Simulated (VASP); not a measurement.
The system is Ba.

```
CELL_PARAMETERS angstrom
0.00000 4.34000 4.34000
4.34000 0.00000 4.34000
4.34000 4.34000 0.00000
ATOMIC_POSITIONS crystal
Ba 0.00000 0.00000 0.00000
Ba 0.25000 0.25000 0.25000
```

This isn't the form of Ba at room conditions, which is bcc.

```yaml
Program: VASP 6.6.1
Task: relaxation of cell and atoms
Functional: RPBE
Potentials_or_basis: VASP PAW PBE potentials, release 64 (Ba_sv)
Cutoff: 500 eV
k_mesh: 5 × 5 × 5
Occupations: gaussian, width 0.1 eV
Spin: no spin polarisation
```

At the start: pressure 0.2 GPa; volume 81.75 Å³/atom.

**Question.** How do energy, volume and symmetry change on relaxing?

**Answer.** Over 5 steps the energy falls by 11.6 meV/atom and the volume is 114.53 Å³/atom (+40.1 %); space group Fd-3m (No. 227, to 0.1 Å) before and after.

Step by step:
```tsv
step	energy change (eV)	largest force (eV/Å)	pressure (GPa)	volume (Å³)
1	0.0000	0.0000	0.22	163.49
2	-0.0035	0.0000	0.20	166.16
3	-0.0127	0.0000	0.16	174.33
4	-0.0257	0.0000	0.06	191.47
5	-0.0233	0.0000	0.00	229.05
```

Final structure:
```
CELL_PARAMETERS angstrom
0.00000 4.85626 4.85626
4.85626 0.00000 4.85626
4.85626 4.85626 0.00000
ATOMIC_POSITIONS crystal
Ba 0.00000 0.00000 0.00000
Ba 0.25000 0.25000 0.25000
```

Caveat: the volume moved by over 15 % at a fixed basis, so the end points are rough; the PAW data sets were made with another functional, which shifts forces and pressure a little.
